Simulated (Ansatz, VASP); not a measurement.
One calculation of Mg2Si, two programs

```xyz
3
Lattice="0.0000 3.1825 3.1825 3.1825 0.0000 3.1825 3.1825 3.1825 0.0000" Properties=species:S:1:pos:R:3 pbc="T T T"
Mg    1.5912    1.5912    1.5912
Mg    4.7737    4.7737    4.7737
Si    0.0000    0.0000    0.0000
```

Alike in both runs: functional PBE; k mesh 10 × 10 × 10; occupations gaussian, width 0.01 eV; no spin polarisation.

Ansatz relaxed the structure, and its values are those at the end. VASP's run is a single point on that final structure, the one shown.

|  | VASP | Ansatz |
| --- | --- | --- |
| version | VASP 6.6.1 | Ansatz 0.2.0 |
| potentials or method | VASP PAW PBE potentials, release 64 (Mg, Si), cutoff 600 eV | scalar-relativistic, plane waves, PAW |
| valence electrons in the cell | 8 | 24 |

```tsv
	VASP	Ansatz	Ansatz less VASP
gap on the k mesh at the Fermi level (eV)	0.22	0.22	+0.002
least direct gap on the mesh (eV)	1.84	1.84	+0.002
pressure (GPa)	-0.1	0.0	+0.12
```

VASP's potentials hold 8 valence electrons a cell and Ansatz's 24, so a difference there can come from the potentials and not from the codes.
